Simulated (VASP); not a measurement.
Crystal: Rh.

```xyz
1
Lattice="0.0000 1.9835 1.9835 1.9835 0.0000 1.9835 1.9835 1.9835 0.0000" Properties=species:S:1:pos:R:3 pbc="T T T"
Rh    0.0000    0.0000    0.0000
```

Base run:

```yaml
Program: VASP 6.6.1
Functional: LDA
Potentials_or_basis: VASP PAW LDA potentials, release 64 (Rh_pv)
Cutoff: 520 eV
k_mesh: 22 × 22 × 22
Occupations: gaussian, width 0.15 eV
Spin: collinear spin, ferromagnetic start
Starting_moments: "[0.875] μB"
Fixed_moment: 0.875 μB
```

Its results: pressure -29.6 GPa; site moments Rh +0.86 μB.

**Question.** The run is repeated on the same cell with these changes: fixed moment from 0.875 μB to 0.625 μB; moments at the start from [0.88] to [0.62]. What comes out?

**Answer.** Pressure -31.9 GPa; site moments Rh +0.61 μB.

Caveats: the cell stands under tension; the total moment is fixed, so each spin has its own Fermi level.
